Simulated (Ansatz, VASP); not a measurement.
## One calculation of La, two programs

```xyz
2
Lattice="0.0000 3.3435 3.3435 3.3435 0.0000 3.3435 3.3435 3.3435 0.0000" Properties=species:S:1:pos:R:3 pbc="T T T"
La    0.8359    0.8359    0.8359
La    5.8511    5.8511    5.8511
```

Alike in both runs: functional PBE; k mesh 8 × 8 × 8; occupations fermi-dirac, width 0.1 eV; no spin polarisation.

Ansatz relaxed the structure, and its values are those at the end. VASP's run is a single point on that final structure, the one shown.

|  | VASP | Ansatz |
| --- | --- | --- |
| version | VASP 6.6.1 | Ansatz 0.2.0 |
| potentials or method | VASP PAW PBE potentials, release 64 (La), cutoff 520 eV | plane waves (420 eV) with PAW, scalar-relativistic |
| valence electrons in the cell | 22 | 22 |

|  | VASP | Ansatz | Ansatz less VASP |
| --- | --- | --- | --- |
| pressure (GPa) | 0.0 | 0.0 | +0.05 |

Neither program's run includes spin-orbit coupling.
